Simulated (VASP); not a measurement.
A run of VASP 6.6.1 is set up as follows.

File INCAR:

```
ALGO = Normal
EDIFF = 1E-6
ENCUT = 520
GGA = PE
ISIF = 2
ISMEAR = 0
ISPIN = 2
LASPH = True
LCHARG = False
LMAXMIX = 4
LORBIT = 11
LREAL = False
LWAVE = False
MAGMOM = 1.44 0
NBANDS = 20
NELM = 150
PREC = Accurate
SIGMA = 0.05
```

KPOINTS

```
k-points
0
Gamma
  10 10 10
```

Contents of POSCAR:

```
TaTe
1.0
    0.0000000000      3.2015106337      3.2015106337
    3.2015106337      0.0000000000      3.2015106337
    3.2015106337      3.2015106337      0.0000000000
Ta Te
1 1
Direct
    0.0000000000      0.0000000000      0.0000000000
    0.2500000000      0.2500000000      0.2500000000
```

Potentials or basis: VASP PAW PBE potentials, release 64 (Ta_pv, Te).

The run is started by

```console
$ cat potpaw_PBE.64/Ta_pv/POTCAR potpaw_PBE.64/Te/POTCAR > POTCAR
$ mpirun -np 1 vasp_std > vasp.out
```

Task: Predict the net moment.

Result: 2.26 μB per cell.

Task: Estimate the site moments.

Result: Ta +1.51; Te -0.04 μB.

Task: Estimate the pressure.

Result: -2.1 GPa.
